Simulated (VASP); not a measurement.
# Ta3H in VASP: a series of runs, part 2 of 2

VASP 6.6.1. Earlier steps stand in the parts before.

## (3) Single point, LDA

Input file INCAR:

```
SYSTEM = Ta3H
PREC     = Accurate       ! precision mode
ENCUT    = 520            ! plane-wave cutoff, eV
EDIFF    = 1E-6           ! SCF threshold, eV
ISMEAR   = 0              ! smearing method
SIGMA    = 0.1            ! smearing width, eV
LREAL    = .FALSE.        ! projectors in reciprocal space
LASPH    = .TRUE.         ! aspherical terms in the spheres
NELM     = 80             ! most SCF steps
ALGO     = Normal         ! electronic algorithm
ISIF     = 2              ! what is computed and relaxed
LWAVE    = .FALSE.        ! write WAVECAR
LCHARG   = .FALSE.        ! write CHGCAR
LDIPOL   = .TRUE.       
IDIPOL   = 3            
DIPOL    = 0.5 0.5 0.337
GGA      = CA             ! functional
NBANDS   = 44             ! bands
```

Input file KPOINTS:

```
regular mesh
0
G
  6 6 1
  0 0 0
```

Input file POSCAR:

```
Ta3H
1.0
    4.6002247492      0.0000000000      0.0000000000
   -2.3001123746      3.9839114959      0.0000000000
    0.0000000000      0.0000000000     22.4017722044
Ta H
6 2
Direct
    0.6666666667      0.3333333333      0.1785573018
    0.3333333333      0.6666666667      0.2204743848
    0.0000000000      0.0000000000      0.2623914678
    0.6666666667      0.3333333333      0.3016814391
    0.3333333333      0.6666666667      0.3385386112
    0.0000000000      0.0000000000      0.3750494438
    0.2049700398      0.6666666667      0.5089674201
    0.4616966269      0.6666666667      0.5089674201
```

Potentials or basis: VASP PAW LDA potentials, release 64 (Ta_pv, H).

Run with:

```sh
> cat potpaw_LDA.64/Ta_pv/POTCAR potpaw_LDA.64/H/POTCAR > POTCAR
> mpirun -np 1 vasp_std > vasp.out
```

OUTCAR:

```text
SYSTEM = Ta3H
   PREC = Accurate
   ENCUT = 520
   EDIFF = 1E-6
   ISMEAR = 0
   LREAL = .FALSE.
   LASPH = .TRUE.
   NELM = 80
   ISIF = 2
   GGA = CA

 ion  position               nearest neighbor table
   1  0.667  0.333  0.179-   4 2.76   2 2.82   2 2.82   2 2.82   3 3.25   3 3.25   3 3.25
   2  0.333  0.667  0.220-   5 2.64   1 2.82   3 2.82   1 2.82   3 2.82   3 2.82   1 2.82   4 3.22
                             4 3.22   4 3.22
   3  0.000  0.000  0.262-   6 2.52   4 2.80   4 2.80   4 2.80   2 2.82   2 2.82   2 2.82   5 3.16
                             5 3.16   5 3.16   1 3.25   1 3.25   1 3.25
   4  0.667  0.333  0.302-   1 2.76   5 2.78   5 2.78   5 2.78   3 2.80   3 2.80   3 2.80   6 3.12
                             6 3.12   6 3.12   2 3.22   2 3.22   2 3.22
   5  0.333  0.667  0.339-   2 2.64   6 2.78   6 2.78   6 2.78   4 2.78   4 2.78   4 2.78   3 3.16
                             3 3.16   3 3.16
   6  0.000  0.000  0.375-   3 2.52   5 2.78   5 2.78   5 2.78   4 3.12   4 3.12   4 3.12
   7  0.205  0.667  0.509-
   8  0.462  0.667  0.509-

  LATTYP: Found a hexagonal cell.
 ALAT       =     4.6002247492
 C/A-ratio  =     4.8697125523

  Lattice vectors:

 A1 = (   4.6002247492,   0.0000000000,   0.0000000000)
 A2 = (  -2.3001123746,   3.9839114959,   0.0000000000)
 A3 = (   0.0000000000,   0.0000000000,  22.4017722044)

Analysis of symmetry for initial positions (statically):
=====================================================================
 Subroutine PRICEL returns:
 Original cell was already a primitive cell.

 Routine SETGRP: Setting up the symmetry group for a
 hexagonal supercell.

 Subroutine GETGRP returns: Found  2 space group operations
 (whereof  2 operations were pure point group operations)
 out of a pool of 24 trial point group operations.

The static configuration has the point symmetry C_1h.

Analysis of symmetry for dynamics (positions and initial velocities):
=====================================================================
 Subroutine PRICEL returns:
 Original cell was already a primitive cell.

 Routine SETGRP: Setting up the symmetry group for a
 hexagonal supercell.

 Subroutine GETGRP returns: Found  2 space group operations
 (whereof  2 operations were pure point group operations)
 out of a pool of 24 trial point group operations.

The dynamic configuration has the point symmetry C_1h.

 Subroutine INISYM returns: Found  2 space group operations
 (whereof  2 operations are pure point group operations),
 and found     1 'primitive' translations

----------------------------------------------------------------------------------------

                                     Primitive cell

  volume of cell :     410.5548

  direct lattice vectors                    reciprocal lattice vectors
     4.600224749  0.000000000  0.000000000     0.217380683  0.125504796  0.000000000
    -2.300112375  3.983911496  0.000000000     0.000000000  0.251009592  0.000000000
     0.000000000  0.000000000 22.401772204     0.000000000  0.000000000  0.044639325
[... 57 lines left out ...]
  0.000000  0.333333  0.000000      2.000000
  0.500000  0.000000  0.000000      2.000000
  0.000000  0.500000  0.000000      1.000000
  0.166667  0.166667  0.000000      4.000000
 -0.333333  0.166667  0.000000      2.000000
  0.333333  0.166667  0.000000      4.000000
 -0.166667  0.500000  0.000000      4.000000
  0.500000  0.333333  0.000000      4.000000
  0.333333  0.333333  0.000000      2.000000
   k-points           NKPTS =     13   k-points in BZ     NKDIM =     13   number of bands    NBANDS=     44
   number of dos      NEDOS =    301   number of ions     NIONS =      8
   total plane-waves  NPLWV = 217728
   dimension x,y,z NGX =    36 NGY =   36 NGZ =  168
   dimension x,y,z NGXF=    72 NGYF=   72 NGZF=  336
   ions per type =               6   2
   NGX,Y,Z   is equivalent  to a cutoff of  13.01, 13.01, 12.47 a.u.
   NGXF,Y,Z  is equivalent  to a cutoff of  26.02, 26.02, 24.93 a.u.
 SYSTEM =  Ta3H
   PREC   = accura    normal or accurate (medium, high low for compatibility)
   ISTART =      0    job   : 0-new  1-cont  2-samecut
   ICHARG =      2    charge: 1-file 2-atom 10-const
   ISPIN  =      1    spin polarized calculation?
   LNONCOLLINEAR =      F non collinear calculations
   LSORBIT =      F    spin-orbit coupling
   LASPH  =      T    aspherical Exc in radial PAW
   ENCUT  =  520.0 eV  38.22 Ry    6.18 a.u.   8.55  8.55 41.65*2*pi/ulx,y,z
   NELM   =     80;   NELMIN=  2; NELMDL= -5     # of ELM steps
   EDIFF  = 0.1E-05   stopping-criterion for ELM
   LREAL  =      F    real-space projection
[... 7 lines left out ...]
   TEBEG  =    0.0;   TEEND  =   0.0 temperature during run
   PSTRESS=    0.0 pullay stress
   NELECT =      68.0000    total number of electrons
   NUPDOWN=      -1.0000    fix difference up-down
   EMIN   =  10.00;   EMAX   =-10.00  energy-range for DOS
   EFERMI =   0.00;   METHOD = LEGACY
   ISMEAR =     0;   SIGMA  =   0.10  broadening in eV -4-tet -1-fermi 0-gaus
   EFERMI_NEDOS =   21; number of points for ismear=-14 and -15
   IALGO  =     38    algorithm
   IMIX   =      4    mixing-type and parameters
     AMIX     =   0.40;   BMIX     =  1.00
     AMIX_MAG =   1.60;   BMIX_MAG =  1.00
  volume/ion in A,a.u.               =      51.32       346.32
  Fermi-wavevector in a.u.,A,eV,Ry     =   0.899057  1.698972 10.997647  0.808304
  Thomas-Fermi vector in A             =   2.021844
   LORBIT       =      0    0 simple, 1 ext, 2 COOP (PROOUT), +10 PAW based schemes
   GGA     = CA    functional components
   LHFCALC =     F    Hartree Fock is set to
   AEXX    =    0.0000 exact exchange contribution
   IVDW    =     0    specifies the selected vdW correction
   LEPSILON=     F    determine dielectric tensor
   LRPA    =     F    only Hartree local field effects (RPA)
 non-spin polarized calculation
 Gauss-broadening in eV      SIGMA  =   0.10
  energy-cutoff  :      520.00
  volume of cell :      410.55
 maximum number of plane-waves:     11105
 NGX is ok and might be reduce to    36
   NGX = 17   NGY = 17   NGZ = 83

 dipolmoment           0.000000      0.000000     -0.014930 electrons x Angstroem

 number of electron      68.0000006 magnetization

 dipolmoment           0.000000      0.000000      0.026215 electrons x Angstroem

 Free energy of the ion-electron system (eV)
  ---------------------------------------------------
  ext. energy  EPLUGINS =         0.00000000
  ---------------------------------------------------
  free energy    TOTEN  =       -75.09113614 eV

  energy without entropy =      -75.06917212  energy(sigma->0) =      -75.08015413

 E-fermi :  -1.1883     XC(G=0):  -4.7462

 val. band max:       -1.2121984597   @ k =   0.3333   0.3333   0.0000
 cond. band min:      -1.1468664826   @ k =   0.3333   0.3333   0.0000
 fundamental gap:      0.0653319771
 Fermi energy:        -1.1882750037

 k-point     1 :       0.0000    0.0000    0.0000
  band No.  band energies     occupation
      1     -35.6744      2.00000
      2     -35.5912      2.00000
      3     -35.3468      2.00000
      4     -35.3446      2.00000
      5     -35.2199      2.00000
      6     -35.2195      2.00000
[... 600 lines left out ...]
     43       0.8151      0.00000
     44       1.3446      0.00000

------------------------ aborting loop because EDIFF is reached ----------------------------------------

 vacuum level on the upper side and lower side of the slab       (xc-potential included)        -0.046        -0.293

  FORCE on cell =-STRESS in cart. coord.  units (eV):
  Direction    XX          YY          ZZ          XY          YZ          ZX
  --------------------------------------------------------------------------------------
  -------------------------------------------------------------------------------------
  Total      -10.3329512     -5.2528896     -3.5547102      0.0000000     -0.0651792      0.0000000
  in kB      -40.3240227    -20.4992395    -13.8721468      0.0000000     -0.2543600      0.0000000
  external PRESSURE =     -24.8984696 kB  Pullay stress =       0.0000000 kB

 VOLUME and BASIS-vectors are now :
 -----------------------------------------------------------------------------
  energy-cutoff  :      520.00
  volume of cell :      410.55
      direct lattice vectors                 reciprocal lattice vectors
     4.600224749  0.000000000  0.000000000     0.217380683  0.125504796  0.000000000
    -2.300112375  3.983911496  0.000000000     0.000000000  0.251009592  0.000000000
     0.000000000  0.000000000 22.401772204     0.000000000  0.000000000  0.044639325

 POSITION                                       TOTAL-FORCE (eV/Angst)
 -----------------------------------------------------------------------------------
      2.30011      1.32797      4.00000         0.000000      0.010020      2.049187
     -0.00000      2.65594      4.93902         0.000000      0.004740     -0.271210
      0.00000      0.00000      5.87803         0.000000     -0.009472     -2.023681
      2.30011      1.32797      6.75820         0.000000      0.005507      0.102350
     -0.00000      2.65594      7.58386         0.000000      0.014799      0.067793
      0.00000      0.00000      8.40177        -0.000000     -0.023117      0.178146
     -0.59050      2.65594     11.40177         4.228930     -0.001238     -0.051292
      0.59050      2.65594     11.40177        -4.228930     -0.001238     -0.051292
 -----------------------------------------------------------------------------------
    total drift:                               -0.000000      0.000017      0.000193

  FREE ENERGIE OF THE ION-ELECTRON SYSTEM (eV)
  ---------------------------------------------------
  free  energy   TOTEN  =       -75.0911361374 eV

  energy  without entropy=      -75.0691721233  energy(sigma->0) =      -75.08015413

 vacuum level on the upper side and lower side of the slab         2.670         2.419
```

It took 4.5 min on 1 thread of Intel Xeon 6975P-C (Granite Rapids), shared host; peak memory 0.47 GiB.

Results:

```yaml
Free_energy: -75.0911 eV
Largest_force: 4.229 eV/Å
```

Forces on the atoms (eV/Å):
```
Ta   0.000  0.010  2.049
Ta   0.000  0.005 -0.271
Ta   0.000 -0.009 -2.024
Ta   0.000  0.006  0.102
Ta   0.000  0.015  0.068
Ta   0.000 -0.023  0.178
H    4.229 -0.001 -0.051
H   -4.229 -0.001 -0.051
```

Caveat: spin-orbit coupling is left out, which moves the levels of the heavy elements.
